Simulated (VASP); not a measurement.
# Ni (Fm-3m) in VASP: notebook

Aim: see how the results for Ni move with the level of theory and the settings. Levels: PBEsol, PBEsol+D4. Tasks: single point, relaxation of cell and atoms.

Everything below comes from runs of VASP 6.6.1. Logs are shortened: lines on timing, memory, paths and dates and some standing lists are left out, and cuts for length are marked.

### 1 The cell of the first run

It takes space group Fm-3m (No. 225, cubic). The conventional cell has a = 3.463 Å, b = 3.463 Å, c = 3.463 Å, α = 90.00°, β = 90.00°, γ = 90.00°. Ni (site symmetry m-3m) has 12 Ni at 2.45 Å within 3.2 Å.

### 2 Single point, PBEsol, collinear spin, ferromagnetic start

Input file INCAR:

```
ALGO = Fast ; EDIFF = 1E-7
ENCUT = 520 ; GGA = PS
ISIF = 2 ; ISMEAR = 0
ISPIN = 2 ; LASPH = True
LCHARG = False ; LMAXMIX = 4
LORBIT = 11 ; LREAL = False
LWAVE = False ; MAGMOM = 0.83
NBANDS = 15 ; NELM = 150
PREC = Accurate ; SIGMA = 0.1
```

Input file KPOINTS:

```
k-points
0
Gamma
  20 20 20
```

Input file POSCAR:

```
Ni
1.0
    0.0000000000      1.7315727742      1.7315727742
    1.7315727742      0.0000000000      1.7315727742
    1.7315727742      1.7315727742      0.0000000000
Ni
1
Direct
    0.0000000000      0.0000000000      0.0000000000
```

Potentials or basis: VASP PAW PBE potentials, release 64 (Ni).

Started as:

```
$ cat potpaw_PBE.64/Ni/POTCAR > POTCAR
$ mpirun -np 1 vasp_std > vasp.out
```

OUTCAR:

```text
EDIFF = 1E-7
   ENCUT = 520
   GGA = PS
   ISIF = 2
   ISMEAR = 0
   ISPIN = 2
   LASPH = True
   LORBIT = 11
   LREAL = False
   NELM = 150
   PREC = Accurate

 ion  position               nearest neighbor table
   1  0.000  0.000  0.000-

  LATTYP: Found a face centered cubic cell.
 ALAT       =     3.4631455484

  Lattice vectors:

 A1 = (   0.0000000000,   1.7315727742,   1.7315727742)
 A2 = (   1.7315727742,   0.0000000000,   1.7315727742)
 A3 = (   1.7315727742,   1.7315727742,   0.0000000000)

Analysis of symmetry for initial positions (statically):
=====================================================================
 Subroutine PRICEL returns:
 Original cell was already a primitive cell.

 Routine SETGRP: Setting up the symmetry group for a
 face centered cubic supercell.

 Subroutine GETGRP returns: Found 48 space group operations
 (whereof 48 operations were pure point group operations)
 out of a pool of 48 trial point group operations.

The static configuration has the point symmetry O_h .

Analysis of symmetry for dynamics (positions and initial velocities):
=====================================================================
 Subroutine PRICEL returns:
 Original cell was already a primitive cell.

 Routine SETGRP: Setting up the symmetry group for a
 face centered cubic supercell.

 Subroutine GETGRP returns: Found 48 space group operations
 (whereof 48 operations were pure point group operations)
 out of a pool of 48 trial point group operations.

The dynamic configuration has the point symmetry O_h .

Analysis of structural, dynamic, and magnetic symmetry:
=====================================================================
 Subroutine PRICEL returns:
 Original cell was already a primitive cell.

 Routine SETGRP: Setting up the symmetry group for a
 face centered cubic supercell.

 Subroutine GETGRP returns: Found 48 space group operations
 (whereof 48 operations were pure point group operations)
 out of a pool of 48 trial point group operations.

The overall configuration has the point symmetry O_h .

 Subroutine INISYM returns: Found 48 space group operations
 (whereof 48 operations are pure point group operations),
 and found     1 'primitive' translations

----------------------------------------------------------------------------------------

                                     Primitive cell

  volume of cell :      10.3837

  direct lattice vectors                    reciprocal lattice vectors
     0.000000000  1.731572774  1.731572774    -0.288754829  0.288754829  0.288754829
     1.731572774  0.000000000  1.731572774     0.288754829 -0.288754829  0.288754829
     1.731572774  1.731572774  0.000000000     0.288754829  0.288754829 -0.288754829

  length of vectors
     2.448813702  2.448813702  2.448813702     0.500138034  0.500138034  0.500138034

  position of ions in fractional coordinates (direct lattice)
     0.000000000  0.000000000  0.000000000

  ion indices of the primitive-cell ions
   primitive index   ion index
                 1           1

----------------------------------------------------------------------------------------

 KPOINTS: k-points

Automatic generation of k-mesh.
 Grid dimensions read from file:
 generate k-points for:   20   20   20

 Generating k-lattice:

  Cartesian coordinates                     Fractional coordinates (reciprocal lattice)
    -0.014437741  0.014437741  0.014437741     0.050000000  0.000000000  0.000000000
     0.014437741 -0.014437741  0.014437741     0.000000000  0.050000000  0.000000000
     0.014437741  0.014437741 -0.014437741     0.000000000  0.000000000  0.050000000

  Length of vectors
     0.025006902  0.025006902  0.025006902

  Shift w.r.t. Gamma in fractional coordinates (k-lattice)
     0.000000000  0.000000000  0.000000000

 Subroutine IBZKPT returns following result:
 ===========================================

 Found    256 irreducible k-points:

 Following reciprocal coordinates:
            Coordinates               Weight
  0.000000  0.000000  0.000000      1.000000
  0.050000  0.000000  0.000000      8.000000
  0.100000  0.000000  0.000000      8.000000
  0.150000  0.000000  0.000000      8.000000
  0.200000  0.000000  0.000000      8.000000
  0.250000  0.000000  0.000000      8.000000
[... 16 lines left out ...]
 -0.400000  0.050000  0.000000     24.000000
 -0.350000  0.050000  0.000000     24.000000
 [... further k-points ...]
   k-points           NKPTS =    256   k-points in BZ     NKDIM =    256   number of bands    NBANDS=     15
   number of dos      NEDOS =    301   number of ions     NIONS =      1
   total plane-waves  NPLWV =   5832
   dimension x,y,z NGX =    18 NGY =   18 NGZ =   18
   dimension x,y,z NGXF=    36 NGYF=   36 NGZF=   36
   ions per type =               1
   NGX,Y,Z   is equivalent  to a cutoff of  12.22, 12.22, 12.22 a.u.
   NGXF,Y,Z  is equivalent  to a cutoff of  24.44, 24.44, 24.44 a.u.
 SYSTEM =  unknown system
   PREC   = accura    normal or accurate (medium, high low for compatibility)
   ISTART =      0    job   : 0-new  1-cont  2-samecut
   ICHARG =      2    charge: 1-file 2-atom 10-const
   ISPIN  =      2    spin polarized calculation?
   LNONCOLLINEAR =      F non collinear calculations
   LSORBIT =      F    spin-orbit coupling
   LASPH  =      T    aspherical Exc in radial PAW
   ENCUT  =  520.0 eV  38.22 Ry    6.18 a.u.   4.55  4.55  4.55*2*pi/ulx,y,z
   NELM   =    150;   NELMIN=  2; NELMDL= -5     # of ELM steps
   EDIFF  = 0.1E-06   stopping-criterion for ELM
   LREAL  =      F    real-space projection
   EDIFFG = 0.1E-05   stopping-criterion for IOM
   NSW    =      0    number of steps for IOM
   IBRION =     -1    ionic relax: 0-MD 1-quasi-New 2-CG
   NFREE  =      0    steps in history (QN), initial steepest desc. (CG)
   ISIF   =      2    stress and relaxation
   ISYM   =      2    0-nonsym 1-usesym 2-fastsym
   POTIM  = 0.5000    time-step for ionic-motion
   TEBEG  =    0.0;   TEEND  =   0.0 temperature during run
   PSTRESS=    0.0 pullay stress
   NELECT =      10.0000    total number of electrons
   NUPDOWN=      -1.0000    fix difference up-down
   EMIN   =  10.00;   EMAX   =-10.00  energy-range for DOS
   EFERMI =   0.00;   METHOD = LEGACY
   ISMEAR =     0;   SIGMA  =   0.10  broadening in eV -4-tet -1-fermi 0-gaus
   EFERMI_NEDOS =   21; number of points for ismear=-14 and -15
   IALGO  =     68    algorithm
   IMIX   =      4    mixing-type and parameters
     AMIX     =   0.40;   BMIX     =  1.00
     AMIX_MAG =   1.60;   BMIX_MAG =  1.00
  volume/ion in A,a.u.               =      10.38        70.07
  Fermi-wavevector in a.u.,A,eV,Ry     =   1.616680  3.055082 35.560928  2.613654
  Thomas-Fermi vector in A             =   2.711227
   LORBIT       =     11    0 simple, 1 ext, 2 COOP (PROOUT), +10 PAW based schemes
   GGA     = PS    functional components
   LHFCALC =     F    Hartree Fock is set to
   AEXX    =    0.0000 exact exchange contribution
   IVDW    =     0    specifies the selected vdW correction
   LEPSILON=     F    determine dielectric tensor
   LRPA    =     F    only Hartree local field effects (RPA)
 spin polarized calculation
 RMM-DIIS sequential band-by-band and
 Gauss-broadening in eV      SIGMA  =   0.10
  energy-cutoff  :      520.00
  volume of cell :       10.38
 maximum number of plane-waves:       295
   NGX =  9   NGY =  9   NGZ =  9

 number of electron      10.0000000 magnetization       0.8300000

 number of electron       9.9999994 magnetization       0.6228467

 Free energy of the ion-electron system (eV)
  ---------------------------------------------------
  ext. energy  EPLUGINS =         0.00000000
  ---------------------------------------------------
  free energy    TOTEN  =        -6.13995751 eV

  energy without entropy =       -6.13147489  energy(sigma->0) =       -6.13571620

 E-fermi :   9.8637     XC(G=0): -13.7148

 val. band max:        9.8633910089   @ k =  -0.4000   0.2500   0.0000
 cond. band min:       9.8649362409   @ k =   0.4000   0.0000   0.0000
 fundamental gap:      0.0015452321
 Fermi energy:         9.8636840558

 spin component 1

 k-point     1 :       0.0000    0.0000    0.0000
  band No.  band energies     occupation
      1       0.4729      1.00000
      2       7.3137      1.00000
      3       7.3137      1.00000
      4       7.3137      1.00000
      5       8.5634      1.00000
      6       8.5634      1.00000
      7      33.9562      0.00000
      8      38.1625      0.00000
      9      38.1625      0.00000
     10      38.1625      0.00000
     11      41.2424      0.00000
     12      41.2424      0.00000
     13      41.2424      0.00000
     14      44.1590      0.00000
     15      50.9554      0.00000

 k-point     2 :       0.0500    0.0000    0.0000
  band No.  band energies     occupation
      1       0.5744      1.00000
      2       7.2859      1.00000
      3       7.3374      1.00000
      4       7.3374      1.00000
      5       8.5530      1.00000
      6       8.5530      1.00000
      7      33.6883      0.00000
      8      36.7611      0.00000
      9      37.9262      0.00000
     10      37.9262      0.00000
     11      41.5900      0.00000
     12      41.5900      0.00000
     13      42.1074      0.00000
     14      44.9929      0.00000
     15      49.8766      0.00000
[... 365 lines left out ...]
      3       7.3958      1.00000
      4       8.1843      1.00000
      5       9.1080      1.00000
      6       9.6091      0.99984
      7      17.4614      0.00000
      8      31.9151      0.00000
      9      34.2738      0.00000
     10      35.7298      0.00000
     11      38.4757      0.00000
     12      39.9098      0.00000
     13      45.1118      0.00000
     14      53.9455      0.00000
     15      55.1945      0.00000

 k-point    24 :      -0.3500    0.0500    0.0000
  band No.  band energies     occupation
      1       4.4010      1.00000
      2       7.3948      1.00000
      3       7.4534      1.00000
      4       7.5506      1.00000
      5       8.9311      1.00000
      6       9.2996      1.00000
      7      19.3524      0.00000
      8      32.0258      0.00000
      9      34.5298      0.00000
     10      36.5949      0.00000
     11      38.4886      0.00000
     12      40.3885      0.00000
     13      44.8406      0.00000
     14      51.6885      0.00000
     15      53.3937      0.00000

 [... further k-points ...]

 spin component 2

 k-point     1 :       0.0000    0.0000    0.0000
  band No.  band energies     occupation
      1       0.4641      1.00000
      2       8.0325      1.00000
      3       8.0325      1.00000
      4       8.0325      1.00000
      5       9.1725      1.00000
      6       9.1725      1.00000
      7      33.8492      0.00000
      8      38.1612      0.00000
      9      38.1612      0.00000
     10      38.1612      0.00000
     11      41.3665      0.00000
     12      41.3665      0.00000
     13      41.3665      0.00000
     14      44.0688      0.00000
     15      51.1596      0.00000

 k-point     2 :       0.0500    0.0000    0.0000
  band No.  band energies     occupation
      1       0.5658      1.00000
      2       8.0014      1.00000
      3       8.0571      1.00000
      4       8.0571      1.00000
      5       9.1614      1.00000
      6       9.1614      1.00000
      7      33.6080      0.00000
      8      36.7743      0.00000
      9      37.9440      0.00000
     10      37.9440      0.00000
     11      41.6920      0.00000
     12      41.6920      0.00000
     13      42.1614      0.00000
     14      44.9381      0.00000
     15      50.0561      0.00000
[... 365 lines left out ...]
      3       8.0154      1.00000
      4       8.4533      1.00000
      5       9.8418      0.62177
      6      10.2287      0.00000
      7      17.7844      0.00000
      8      31.8809      0.00000
      9      34.3251      0.00000
     10      35.8291      0.00000
     11      38.5497      0.00000
     12      39.9656      0.00000
     13      45.2422      0.00000
     14      54.0355      0.00000
     15      55.3861      0.00000

 k-point    24 :      -0.3500    0.0500    0.0000
  band No.  band energies     occupation
      1       4.6254      1.00000
      2       7.9032      1.00000
      3       8.0311      1.00000
      4       8.0819      1.00000
      5       9.6497      0.99876
      6       9.9868      0.04081
      7      19.6114      0.00000
      8      32.0157      0.00000
      9      34.5629      0.00000
     10      36.7065      0.00000
     11      38.5519      0.00000
     12      40.4382      0.00000
     13      44.9325      0.00000
     14      51.7808      0.00000
     15      53.5770      0.00000

 [... further k-points ...]

------------------------ aborting loop because EDIFF is reached ----------------------------------------

  FORCE on cell =-STRESS in cart. coord.  units (eV):
  Direction    XX          YY          ZZ          XY          YZ          ZX
  --------------------------------------------------------------------------------------
  -------------------------------------------------------------------------------------
  Total       -0.0048457     -0.0048457     -0.0048457      0.0000000      0.0000000      0.0000000
  in kB       -0.7476801     -0.7476801     -0.7476801      0.0000000      0.0000000      0.0000000
  external PRESSURE =      -0.7476801 kB  Pullay stress =       0.0000000 kB

 VOLUME and BASIS-vectors are now :
 -----------------------------------------------------------------------------
  energy-cutoff  :      520.00
  volume of cell :       10.38
      direct lattice vectors                 reciprocal lattice vectors
     0.000000000  1.731572774  1.731572774    -0.288754829  0.288754829  0.288754829
     1.731572774  0.000000000  1.731572774     0.288754829 -0.288754829  0.288754829
     1.731572774  1.731572774  0.000000000     0.288754829  0.288754829 -0.288754829

 POSITION                                       TOTAL-FORCE (eV/Angst)
 -----------------------------------------------------------------------------------
      0.00000      0.00000      0.00000        -0.000000      0.000000      0.000000
 -----------------------------------------------------------------------------------
    total drift:                                0.000000     -0.000000     -0.000000

  FREE ENERGIE OF THE ION-ELECTRON SYSTEM (eV)
  ---------------------------------------------------
  free  energy   TOTEN  =        -6.1399575146 eV

  energy  without entropy=       -6.1314748950  energy(sigma->0) =       -6.13571620

 total charge

# of ion       s       p       d       tot
------------------------------------------
    1        0.521   0.546   8.333   9.401

 magnetization (x)

# of ion       s       p       d       tot
------------------------------------------
    1       -0.006  -0.024   0.659   0.628
```

Wall time 74 s (1 thread of Intel Xeon 8259CL, shared host); peak memory 0.17 GiB.

Results:

* Free energy: -6.1400 eV
* Pressure: -0.1 GPa
* Net moment: 0.62 μB per cell
* Site moments: Ni +0.63 μB
* Valence electrons inside the program's atomic spheres: Ni 9.40

Caveat: the PAW data sets were made with another functional, which shifts forces and pressure a little.

### 3 Single point, PBEsol+D4, collinear spin, ferromagnetic start

Input file INCAR:

```
  ALGO = Normal
  EDIFF = 1E-6
  ENCUT = 520
  GGA = PS
  ISIF = 2
  ISMEAR = 0
  ISPIN = 2
  IVDW = 13
  LASPH = T
  LCHARG = F
  LMAXMIX = 4
  LORBIT = 11
  LREAL = F
  LWAVE = F
  MAGMOM = 0.83
  NBANDS = 15
  NELM = 150
  PREC = Accurate
  SIGMA = 0.1
```

KPOINTS is that of step 2.

POSCAR is that of step 2.

Potentials or basis: VASP PAW PBE potentials, release 64 (Ni).

Started as:

```
$ cat potpaw_PBE.64/Ni/POTCAR > POTCAR
$ mpirun -np 1 vasp_std > vasp.out
```

Run time: 65 s. Hardware: 1 thread of Intel Xeon 8259CL, shared host; peak memory 0.17 GiB.

It converged, with:

```yaml
Free_energy: -6.4132 eV
Pressure: -3.9 GPa
Net_moment: 0.62 μB per cell
Site_moments: Ni +0.63 μB
Valence_electrons_inside_the_program's_atomic_spheres: Ni 9.40
Dispersion_energy_per_atom: -0.273 eV
```

Levels at points of the mesh, in eV from the Fermi level:
Spin up:
| k point | band 3 | band 4 | band 5 | band 6 | band 7 | band 8 |
| --- | --- | --- | --- | --- | --- | --- |
| (0.00, 0.00, 0.00) | -2.55 | -2.55 | -1.30 | -1.30 | 24.09 | 28.30 |
| (0.50, 0.00, 0.00) | -2.54 | -0.58 | -0.58 | -0.43 | 5.98 | 22.56 |
| (0.50, 0.50, 0.00) | -0.54 | -0.43 | -0.43 | 2.42 | 9.62 | 15.20 |
Spin down:
```
           k point  band 2  band 3  band 4  band 5  band 6  band 7  band 8  band 9
(0.00, 0.00, 0.00)   -1.83   -1.83   -1.83   -0.69   -0.69   23.99   28.30   28.30
(0.50, 0.00, 0.00)   -1.93   -1.93   -0.46    0.16    0.16    6.40   22.46   25.53
(0.50, 0.50, 0.00)   -3.86    0.10    0.39    0.39    2.41    9.89   15.23   15.23
```

Caveat: the cell stands under tension; the PAW data sets were made with another functional, which shifts forces and pressure a little.

### 4 Relaxation of cell and atoms, PBEsol, collinear spin, ferromagnetic start

This run uses another cell than the first one, of 10.41 Å³/atom.

Input file INCAR:

```
PREC = Accurate ; ENCUT = 600
EDIFF = 1E-7 ; ISMEAR = 0
SIGMA = 0.1 ; LREAL = False
LASPH = True ; NELM = 150
ALGO = Normal ; ISIF = 3
LWAVE = False ; LCHARG = False
ISPIN = 2 ; MAGMOM = 0.83
LORBIT = 11 ; LMAXMIX = 4
GGA = PS ; IBRION = 2
NSW = 100 ; EDIFFG = -0.005
```

Input file KPOINTS:

```
regular mesh
0
Gamma
  20 20 20
```

Input file POSCAR:

```
Ni
1.0
    0.0000000000      1.7330509437      1.7330509437
    1.7330509437      0.0000000000      1.7330509437
    1.7330509437      1.7330509437      0.0000000000
Ni
1
Direct
    0.0000000000      0.0000000000      0.0000000000
```

Started as:

```
$ cat potpaw_PBE.64/Ni/POTCAR > POTCAR
$ mpirun -np 1 vasp_std > vasp.out
```

Run time: 1.8 min. Hardware: 1 thread of Intel Xeon 8259CL, shared host; peak memory 0.18 GiB.

The run converged. Its results:

* Free energy: -6.1398 eV
* Relaxed volume: 10.38 Å³/atom
* Relaxed cell: a = 2.448 Å, b = 2.448 Å, c = 2.448 Å, α = 60.00°, β = 60.00°, γ = 60.00°
* Space group after relaxing (to 0.1 Å): Fm-3m (No. 225)
* Energy gained by relaxing: 0.1 meV/atom
* Ionic steps: 3
* Pressure after relaxing: 0.0 GPa
* Net moment: 0.62 μB per cell
* Site moments: Ni +0.63 μB
* Valence electrons inside the program's atomic spheres: Ni 9.40

Final structure:
```yaml
crystal:
  lattice:
    - [0.00000, 1.73113, 1.73113]
    - [1.73113, 0.00000, 1.73113]
    - [1.73113, 1.73113, 0.00000]
  atoms:
    - { symbol: Ni, position: [0.00000, 0.00000, 0.00000] }
```

Levels at points of the mesh, in eV from the Fermi level:
Spin up:
| k point | band 2 | band 3 | band 4 | band 5 | band 6 | band 7 | band 8 | band 9 |
| --- | --- | --- | --- | --- | --- | --- | --- | --- |
| (0.00, 0.00, 0.00) | -2.55 | -2.55 | -2.55 | -1.30 | -1.30 | 24.10 | 28.31 | 28.31 |
| (0.50, 0.00, 0.00) | -2.55 | -2.55 | -0.58 | -0.58 | -0.43 | 5.99 | 22.57 | 25.45 |
| (0.50, 0.50, 0.00) | -4.46 | -0.54 | -0.43 | -0.43 | 2.42 | 9.62 | 15.21 | 15.21 |
Spin down:
| k point | band 2 | band 3 | band 4 | band 5 | band 6 | band 7 | band 8 | band 9 |
| --- | --- | --- | --- | --- | --- | --- | --- | --- |
| (0.00, 0.00, 0.00) | -1.83 | -1.83 | -1.83 | -0.69 | -0.69 | 23.99 | 28.31 | 28.31 |
| (0.50, 0.00, 0.00) | -1.93 | -1.93 | -0.46 | 0.16 | 0.16 | 6.41 | 22.47 | 25.54 |
| (0.50, 0.50, 0.00) | -3.87 | 0.10 | 0.40 | 0.40 | 2.41 | 9.89 | 15.24 | 15.24 |

Caveat: the PAW data sets were made with another functional, which shifts forces and pressure a little.

(Continued in part 2 of 2.)
